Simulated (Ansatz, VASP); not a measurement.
One calculation of NaTlS2, two programs

INCAR

```
SYSTEM = NaTlS2
PREC = Accurate
ENCUT = 520
EDIFF = 1E-6
ISMEAR = 0
SIGMA = 0.01
LREAL = .False.
LASPH = .True.
NELM = 100
ALGO = Normal
ISIF = 2
LWAVE = .False.
LCHARG = .False.
GGA = PE
NBANDS = 24
```

File KPOINTS:

```
regular mesh
0
Gamma
  6 6 4
  0 0 0
```

The input POSCAR:

```
NaTlS2
1.0
    4.1044901738      0.0000000000      0.0000000000
    0.0000000000      4.1044901738      0.0000000000
    0.0000000000      0.0000000000      6.6389352781
Na S Tl
1 2 1
Direct
    0.0000000000      0.0000000000      0.0000000000
    0.0000000000      0.5000000000      0.2708669250
    0.5000000000      0.0000000000      0.7291330750
    0.5000000000      0.5000000000      0.5000000000
```

Input for Ansatz:

```yaml
crystal:
  lattice:
    - [4.1044901738, 0.0, 0.0]
    - [0.0, 4.1044901738, 0.0]
    - [0.0, 0.0, 6.6389352781]
  atoms:
    - { symbol: Na, position: [0.0, 0.0, 0.0] }
    - { symbol: S, position: [0.0, 0.5, 0.270866925] }
    - { symbol: Tl, position: [0.5, 0.5, 0.5] }
    - { symbol: S, position: [0.5, 0.0, 0.729133075] }
kpoints:
  mp_grid: { grid: [6, 6, 4] }
hamiltonian:
  xc: pbe
scf:
  occupations: { method: fixed }
output:
  optics:
    e_range: [0, 12]
    de: 0.05
    sigma: 0.1
    bands: { spectra_wanted_up_to: 12 }
    scissors: 0.895
```

Alike in both runs: task single point; functional PBE; k mesh 6 × 6 × 4; no spin polarisation.

|  | VASP | Ansatz |
| --- | --- | --- |
| version | VASP 6.6.1 | Ansatz 0.2.0 |
| potentials or method | VASP PAW PBE potentials, release 64 (Na_pv, S, Tl_d) | plane waves, PAW |
| plane-wave cutoff (eV) | 520 | 420 |
| occupations | gaussian, width 0.01 eV | fixed |
| valence electrons in the cell | 32 | 34 |

```csv
,VASP,Ansatz,Ansatz less VASP
gap on the k mesh at the Fermi level (eV),0.81,0.80,-0.004
```

VASP's potentials hold 32 valence electrons a cell and Ansatz's 34, so a difference there can come from the potentials and not from the codes.

Neither program's run includes spin-orbit coupling.
